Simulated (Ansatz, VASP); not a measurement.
Two plane-wave programs on Nb

The input INCAR:

```
PREC     = Accurate       # precision mode
ENCUT    = 520            # plane-wave cutoff, eV
EDIFF    = 1E-6           # SCF threshold, eV
ISMEAR   = 0              # smearing method
SIGMA    = 0.15           # smearing width, eV
LREAL    = False          # projectors in reciprocal space
LASPH    = True           # aspherical terms in the spheres
NELM     = 80             # most SCF steps
ALGO     = Normal         # electronic algorithm
ISIF     = 2              # what is computed and relaxed
LWAVE    = False          # write WAVECAR
LCHARG   = False          # write CHGCAR
GGA      = PE             # functional
NBANDS   = 12             # bands
```

KPOINTS

```
regular mesh
0
Gamma
  20 20 20
```

POSCAR

```
Nb
1.0
   -1.5807525000      1.5807525000      1.6223512500
    1.5807525000     -1.5807525000      1.6223512500
    1.5807525000      1.5807525000     -1.6223512500
Nb
1
Direct
    0.0000000000      0.0000000000      0.0000000000
```

Input for Ansatz:

```yaml
crystal:
  lattice:
    - [-1.5807525, 1.5807525, 1.62235125]
    - [1.5807525, -1.5807525, 1.62235125]
    - [1.5807525, 1.5807525, -1.62235125]
  atoms:
    - { symbol: Nb, position: [0.0, 0.0, 0.0] }
basis:
  ecutwfc: 420
kpoints:
  mp_grid: { grid: [20, 20, 20] }
hamiltonian:
  xc: pbe
scf:
  occupations: { method: gaussian, width: 0.15 }
output:
  forces: true
  stress: true
  eigenvalues: true
```

Change from the starting cell: strain -0.050 along x and y, -0.025 along z, atoms carried along.

Alike in both runs: task single point; functional PBE; k mesh 20 × 20 × 20; occupations gaussian, width 0.15 eV; no spin polarisation.

|  | VASP | Ansatz |
| --- | --- | --- |
| version | VASP 6.6.1 | Ansatz 0.2.0 |
| potentials or method | VASP PAW PBE potentials, release 64 (Nb_sv), cutoff 520 eV | scalar-relativistic, plane waves, PAW |
| valence electrons in the cell | 13 | 13 |

|  | VASP | Ansatz | Ansatz less VASP |
| --- | --- | --- | --- |
| gap on the k mesh at the Fermi level (eV) | none | none | - |
| pressure (GPa) | 23.0 | 23.4 | +0.39 |
| traceless stress, the component that is largest in VASP (GPa) | -2.71 | -2.71 | +0.004 |

A gap of «none» marks a metal or a gap that the smearing closes.
